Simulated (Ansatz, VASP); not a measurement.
## One calculation of Cs, two programs

Contents of POSCAR:

```
Cs
1.0
   -3.1835426540      3.1835426540      3.1835426540
    3.1835426540     -3.1835426540      3.1835426540
    3.1835426540      3.1835426540     -3.1835426540
Cs
1
Direct
    0.0000000000      0.0000000000      0.0000000000
```

The input INCAR.step1:

```
ALGO = Normal
EDIFF = 1E-4
ENCUT = 520
GGA = PE
ISMEAR = 0
LASPH = T
LCHARG = F
LREAL = F
LWAVE = T
NBANDS = 10
NELM = 60
PREC = Accurate
SIGMA = 0.05
```

The input INCAR.step2:

```
ALGO = Normal
EDIFF = 1E-6
ENCUT = 520
ISIF = 2
ISMEAR = 0
ISTART = 1
LASPH = T
LCHARG = F
LMIXTAU = T
LREAL = F
LWAVE = F
METAGGA = R2SCAN
NBANDS = 10
NELM = 60
PREC = Accurate
SIGMA = 0.05
```

KPOINTS

```
k-points
0
Gamma
  10 10 10
```

Input for Ansatz:

```yaml
crystal:
  lattice:
    - [-3.183542654, 3.183542654, 3.183542654]
    - [3.183542654, -3.183542654, 3.183542654]
    - [3.183542654, 3.183542654, -3.183542654]
  atoms:
    - { symbol: Cs, position: [0.0, 0.0, 0.0] }
basis:
  ecutwfc: 500
  ecutrho_ratio: 4
kpoints:
  mp_grid: { grid: [10, 10, 10] }
hamiltonian:
  xc: r2scan
scf:
  occupations: { method: gaussian, width: 0.05 }
output:
  forces: true
  stress: true
  eigenvalues: true
```

Alike in both runs: task single point; functional r2SCAN; k mesh 10 × 10 × 10; occupations gaussian, width 0.05 eV; no spin polarisation.

```csv
,VASP,Ansatz
version,VASP 6.6.1,Ansatz 0.2.0
potentials or method,"VASP PAW PBE potentials, release 64 (Cs_sv), cutoff 520 eV","scalar-relativistic, plane waves, PAW"
valence electrons in the cell,9,9
```

|  | VASP | Ansatz | Ansatz less VASP |
| --- | --- | --- | --- |
| gap on the k mesh at the Fermi level (eV) | none | none | - |
| pressure (GPa) | -0.1 | -0.1 | 0.00 |

VASP's potentials were made for PBE, not for r2SCAN. A gap of «none» marks a metal or a gap that the smearing closes.

Neither program's run includes spin-orbit coupling.
